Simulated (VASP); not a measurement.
# LiGdN2 (I4_1/amd) in VASP: single point with PBE

Aim: the single point of LiGdN2 with PBE.

All numbers are computed with VASP 6.6.1; they aren't measurements. Logs are shortened: lines on timing, memory, paths and dates and some standing lists are left out, and cuts for length are marked.

## (1) The cell of the first run

It takes space group I4_1/amd (No. 141, tetragonal). Conventional cell: a = 4.563 Å, b = 4.563 Å, c = 11.478 Å, α = 90.00°, β = 90.00°, γ = 90.00°. Li (site symmetry -4m2) has 4 N at 2.33 Å within 3.1 Å. Within 3.1 Å of Gd (site symmetry -4m2) lie 6 N at 2.33 to 2.40 Å. Within 3.1 Å of N (site symmetry 2mm) lie 2 Li at 2.33 Å and 3 Gd at 2.33 to 2.40 Å and 2 N at 2.99 Å.

## (2) Single point, PBE, collinear spin, antiferromagnetic start

INCAR reads:

```
ALGO     = Normal         # electronic algorithm
EDIFF    = 1E-6           # SCF threshold, eV
ENCUT    = 520            # plane-wave cutoff, eV
GGA      = PE             # functional
ISIF     = 2              # what is computed and relaxed
ISMEAR   = -1             # smearing method
ISPIN    = 2              # spin polarisation
LASPH    = True           # aspherical terms in the spheres
LCHARG   = False          # write CHGCAR
LMAXMIX  = 6              # l up to which the mixer works
LORBIT   = 11             # projections on sites
LREAL    = False          # projectors in reciprocal space
LWAVE    = False          # write WAVECAR
MAGMOM   = 0 0 7 -7 0 0 0 0 # initial moments
NBANDS   = 45             # bands
NELM     = 150            # most SCF steps
PREC     = Accurate       # precision mode
SIGMA    = 0.1018         # smearing width, eV
```

KPOINTS reads:

```
k-points
0
Gamma
  5 5 5
```

POSCAR reads:

```
LiGdN2
1.0
    0.0000000000      4.5633794600      0.0000000000
    4.5633794600      0.0000000000      0.0000000000
    2.2816897300      2.2816897300     -5.7389619600
Li Gd N
2 2 4
Direct
    0.6250000000      0.3750000000      0.2500000000
    0.3750000000      0.6250000000      0.7500000000
    0.8750000000      0.1250000000      0.7500000000
    0.1250000000      0.8750000000      0.2500000000
    0.3342500000      0.0842500000      0.8315000000
    0.0842500000      0.3342500000      0.3315000000
    0.6657500000      0.9157500000      0.1685000000
    0.9157500000      0.6657500000      0.6685000000
```

Potentials or basis: VASP PAW PBE potentials, release 64 (Li_sv, Gd, N).

The run is started by

```bash
> cat potpaw_PBE.64/Li_sv/POTCAR potpaw_PBE.64/Gd/POTCAR potpaw_PBE.64/N/POTCAR > POTCAR
> mpirun -np 1 vasp_std > vasp.out
```

OUTCAR:

```text
EDIFF = 1E-6
   ENCUT = 520
   GGA = PE
   ISIF = 2
   ISMEAR = -1
   ISPIN = 2
   LASPH = True
   LORBIT = 11
   LREAL = False
   NELM = 150
   PREC = Accurate

 ion  position               nearest neighbor table
   1  0.625  0.375  0.250-
   2  0.375  0.625  0.750-
   3  0.875  0.125  0.750-   5 2.33   8 2.33   8 2.33   5 2.33   6 2.40   7 2.40
   4  0.125  0.875  0.250-   6 2.33   7 2.33   7 2.33   6 2.33   8 2.40   5 2.40
   5  0.334  0.084  0.831-   3 2.33   3 2.33   4 2.40
   6  0.084  0.334  0.331-   4 2.33   4 2.33   3 2.40
   7  0.666  0.916  0.169-   4 2.33   4 2.33   3 2.40
   8  0.916  0.666  0.669-   3 2.33   3 2.33   4 2.40

  LATTYP: Found a body centered tetragonal cell.
 ALAT       =     4.5633794600
 C/A-ratio  =     2.5152245218

  Lattice vectors:

 A1 = (  -2.2816897300,   2.2816897300,   5.7389619600)
 A2 = (   2.2816897300,  -2.2816897300,   5.7389619600)
 A3 = (   2.2816897300,   2.2816897300,  -5.7389619600)

Analysis of symmetry for initial positions (statically):
=====================================================================
 Subroutine PRICEL returns:
 Original cell was already a primitive cell.

 Routine SETGRP: Setting up the symmetry group for a
 body centered tetragonal supercell.

 Subroutine GETGRP returns: Found 16 space group operations
 (whereof  4 operations were pure point group operations)
 out of a pool of 16 trial point group operations.

The static configuration has the point symmetry C_2h.
 The point group associated with its full space group is D_4h.

Analysis of symmetry for dynamics (positions and initial velocities):
=====================================================================
 Subroutine PRICEL returns:
 Original cell was already a primitive cell.

 Routine SETGRP: Setting up the symmetry group for a
 body centered tetragonal supercell.

 Subroutine GETGRP returns: Found 16 space group operations
 (whereof  4 operations were pure point group operations)
 out of a pool of 16 trial point group operations.

The dynamic configuration has the point symmetry C_2h.
 The point group associated with its full space group is D_4h.

Analysis of structural, dynamic, and magnetic symmetry:
=====================================================================
 Subroutine PRICEL returns:
 Original cell was already a primitive cell.

 Routine SETGRP: Setting up the symmetry group for a
 body centered tetragonal supercell.

 Subroutine GETGRP returns: Found 16 space group operations
 (whereof  4 operations were pure point group operations)
 out of a pool of 16 trial point group operations.

The overall configuration has the point symmetry C_2h.
 The point group associated with its full space group is D_4h.

 Subroutine INISYM returns: Found 16 space group operations
 (whereof  4 operations are pure point group operations),
 and found     1 'primitive' translations

----------------------------------------------------------------------------------------

                                     Primitive cell

  volume of cell :     119.5106

  direct lattice vectors                    reciprocal lattice vectors
     0.000000000  4.563379460  0.000000000     0.000000000  0.219135842  0.087123770
     4.563379460  0.000000000  0.000000000     0.219135842  0.000000000  0.087123770
     2.281689730  2.281689730 -5.738961960     0.000000000  0.000000000 -0.174247539

  length of vectors
     4.563379460  4.563379460  6.583912243     0.235819992  0.235819992  0.174247539

  position of ions in fractional coordinates (direct lattice)
     0.625000000  0.375000000  0.250000000
     0.375000000  0.625000000  0.750000000
     0.875000000  0.125000000  0.750000000
[... 62 lines left out ...]
 -0.200000  0.000000  0.400000      4.000000
   k-points           NKPTS =     18   k-points in BZ     NKDIM =     18   number of bands    NBANDS=     45
   number of dos      NEDOS =    301   number of ions     NIONS =      8
   total plane-waves  NPLWV =  64800
   dimension x,y,z NGX =    36 NGY =   36 NGZ =   50
   dimension x,y,z NGXF=    72 NGYF=   72 NGZF=  100
   ions per type =               2   2   4
   NGX,Y,Z   is equivalent  to a cutoff of  13.11, 13.11, 12.63 a.u.
   NGXF,Y,Z  is equivalent  to a cutoff of  26.23, 26.23, 25.25 a.u.
 SYSTEM =  unknown system
   PREC   = accura    normal or accurate (medium, high low for compatibility)
   ISTART =      0    job   : 0-new  1-cont  2-samecut
   ICHARG =      2    charge: 1-file 2-atom 10-const
   ISPIN  =      2    spin polarized calculation?
   LNONCOLLINEAR =      F non collinear calculations
   LSORBIT =      F    spin-orbit coupling
   LASPH  =      T    aspherical Exc in radial PAW
   ENCUT  =  520.0 eV  38.22 Ry    6.18 a.u.   8.48  8.48 12.24*2*pi/ulx,y,z
   NELM   =    150;   NELMIN=  2; NELMDL= -5     # of ELM steps
   EDIFF  = 0.1E-05   stopping-criterion for ELM
   LREAL  =      F    real-space projection
   EDIFFG = 0.1E-04   stopping-criterion for IOM
   NSW    =      0    number of steps for IOM
   IBRION =     -1    ionic relax: 0-MD 1-quasi-New 2-CG
   NFREE  =      0    steps in history (QN), initial steepest desc. (CG)
   ISIF   =      2    stress and relaxation
   ISYM   =      2    0-nonsym 1-usesym 2-fastsym
   POTIM  = 0.5000    time-step for ionic-motion
   TEBEG  =    0.0;   TEEND  =   0.0 temperature during run
   PSTRESS=    0.0 pullay stress
   NELECT =      62.0000    total number of electrons
   NUPDOWN=      -1.0000    fix difference up-down
   EMIN   =  10.00;   EMAX   =-10.00  energy-range for DOS
   EFERMI =   0.00;   METHOD = LEGACY
   ISMEAR =    -1;   SIGMA  =   0.10  broadening in eV -4-tet -1-fermi 0-gaus
   EFERMI_NEDOS =   21; number of points for ismear=-14 and -15
   IALGO  =     38    algorithm
   IMIX   =      4    mixing-type and parameters
     AMIX     =   0.40;   BMIX     =  1.00
     AMIX_MAG =   1.60;   BMIX_MAG =  1.00
  volume/ion in A,a.u.               =      14.94       100.81
  Fermi-wavevector in a.u.,A,eV,Ry     =   1.315437  2.485815 23.543157  1.730373
  Thomas-Fermi vector in A             =   2.445619
   LORBIT       =     11    0 simple, 1 ext, 2 COOP (PROOUT), +10 PAW based schemes
   GGA     = PE    functional components
   LHFCALC =     F    Hartree Fock is set to
   AEXX    =    0.0000 exact exchange contribution
   IVDW    =     0    specifies the selected vdW correction
   LEPSILON=     F    determine dielectric tensor
   LRPA    =     F    only Hartree local field effects (RPA)
 spin polarized calculation
  energy-cutoff  :      520.00
  volume of cell :      119.51
 maximum number of plane-waves:      3238
 NGX is ok and might be reduce to    36
   NGX = 17   NGY = 17   NGZ = 25

 number of electron      62.0000003 magnetization      -0.0000000

 number of electron      62.0000003 magnetization       0.0000000

 Free energy of the ion-electron system (eV)
  ---------------------------------------------------
  ext. energy  EPLUGINS =         0.00000000
  ---------------------------------------------------
  free energy    TOTEN  =       -63.53210163 eV

  energy without entropy =      -63.37602711  energy(sigma->0) =      -63.45406437

 E-fermi :   1.3917     XC(G=0):  -9.8469

 val. band max:        1.3818959268   @ k =   0.0000   0.0000   0.2000
 cond. band min:       1.4036253282   @ k =   0.0000   0.0000   0.4000
 fundamental gap:      0.0217294015
 Fermi energy:         1.3917015471

 spin component 1

 k-point     1 :       0.0000    0.0000    0.0000
  band No.  band energies     occupation
      1     -43.1805      1.00000
      2     -43.1729      1.00000
      3     -41.2774      1.00000
      4     -38.2351      1.00000
      5     -18.8941      1.00000
      6     -18.7973      1.00000
[... 817 lines left out ...]
     42       6.6971      0.00000
     43       6.9271      0.00000
 Fermi energy:         1.3917015471

 spin component 2

 k-point     1 :       0.0000    0.0000    0.0000
  band No.  band energies     occupation
      1     -43.1805      1.00000
      2     -43.1729      1.00000
      3     -41.2774      1.00000
      4     -38.2351      1.00000
      5     -18.8941      1.00000
      6     -18.7973      1.00000
[... 817 lines left out ...]
     42       6.6971      0.00000
     43       6.9271      0.00000
 [bands above 43 left out]

------------------------ aborting loop because EDIFF is reached ----------------------------------------

  FORCE on cell =-STRESS in cart. coord.  units (eV):
  Direction    XX          YY          ZZ          XY          YZ          ZX
  --------------------------------------------------------------------------------------
  -------------------------------------------------------------------------------------
  Total       -4.1244802     -4.1244802     -1.5039795      0.0000000      0.0000000      0.0000000
  in kB      -55.2933998    -55.2933998    -20.1625746      0.0000000      0.0000000      0.0000000
  external PRESSURE =     -43.5831247 kB  Pullay stress =       0.0000000 kB

 VOLUME and BASIS-vectors are now :
 -----------------------------------------------------------------------------
  energy-cutoff  :      520.00
  volume of cell :      119.51
      direct lattice vectors                 reciprocal lattice vectors
     0.000000000  4.563379460  0.000000000     0.000000000  0.219135842  0.087123770
     4.563379460  0.000000000  0.000000000     0.219135842  0.000000000  0.087123770
     2.281689730  2.281689730 -5.738961960     0.000000000  0.000000000 -0.174247539

 POSITION                                       TOTAL-FORCE (eV/Angst)
 -----------------------------------------------------------------------------------
      2.28169      3.42253     -1.43474         0.000000      0.000000      0.000000
      4.56338      3.42253     -4.30422         0.000000      0.000000      0.000000
      2.28169      5.70422     -4.30422        -0.000000      0.000000      0.000000
      4.56338      1.14084     -1.43474        -0.000000     -0.000000      0.000000
      2.28169      3.42253     -4.77195         0.000000     -0.000000      0.198789
      2.28169      1.14084     -1.90247        -0.000000      0.000000      0.198789
      4.56338      3.42253     -0.96702        -0.000000      0.000000     -0.198789
      4.56338      5.70422     -3.83650         0.000000     -0.000000     -0.198789
 -----------------------------------------------------------------------------------
    total drift:                                0.000000      0.000000     -0.000000

  FREE ENERGIE OF THE ION-ELECTRON SYSTEM (eV)
  ---------------------------------------------------
  free  energy   TOTEN  =       -63.5321016326 eV

  energy  without entropy=      -63.3760271078  energy(sigma->0) =      -63.45406437

 total charge

# of ion       s       p       d       f       tot
--------------------------------------------------
    1        2.013   0.045   0.000   0.000   2.058
    2        2.013   0.045   0.000   0.000   2.058
    3        2.042   5.638   0.597   6.977  15.254
    4        2.042   5.638   0.597   6.977  15.254
    5        1.287   2.273   0.000   0.000   3.560
    6        1.287   2.273   0.000   0.000   3.560
    7        1.287   2.273   0.000   0.000   3.560
    8        1.287   2.273   0.000   0.000   3.560
--------------------------------------------------
tot         13.256  20.459   1.193  13.955  48.863

 magnetization (x)

# of ion       s       p       d       f       tot
--------------------------------------------------
    1       -0.001  -0.002   0.000   0.000  -0.003
    2        0.001   0.002   0.000   0.000   0.003
    3       -0.001  -0.087   0.054   6.681   6.646
    4        0.001   0.087  -0.054  -6.681  -6.646
    5       -0.012  -0.410   0.000   0.000  -0.423
    6        0.012   0.410   0.000   0.000   0.423
    7        0.012   0.410   0.000   0.000   0.423
    8       -0.012  -0.410   0.000   0.000  -0.423
--------------------------------------------------
tot          0.000   0.000  -0.000  -0.000  -0.000
```

Run time: 8.9 min. Hardware: 1 thread of Intel Xeon 6975P-C (Granite Rapids), shared host; peak memory 0.39 GiB.

What came out:

```
Free energy                                           : -63.5321 eV
Largest force                                         : 0.199 eV/Å
Band gap on the k mesh                                : zero (filled and empty bands overlap)
Net moment                                            : 0.00 μB per cell
Site moments                                          : Li -0.00, +0.00; Gd +6.65, -6.65; N -0.42, +0.42 (each value once) μB
Valence electrons inside the program's atomic spheres : Li 2.06; Gd 15.25; N 3.56
```

Forces in eV/Å, atoms in the order of the input:
```
Li   0.000  0.000  0.000
Li   0.000  0.000  0.000
Gd   0.000  0.000  0.000
Gd   0.000  0.000  0.000
N    0.000  0.000  0.199
N    0.000  0.000  0.199
N    0.000  0.000 -0.199
N    0.000  0.000 -0.199
```

Caveat: the cutoff is under 1.25 times the usual one of these potentials, so pressure, stress and relaxed cells hold a basis-set (Pulay) error; spin-orbit coupling is left out, which moves the levels of the heavy elements; semilocal functionals describe open f shells poorly, which spoils levels, moments and volumes. With open d or f shells a metallic result of PBE can be an artefact of self-interaction; +U or a hybrid may open a gap.
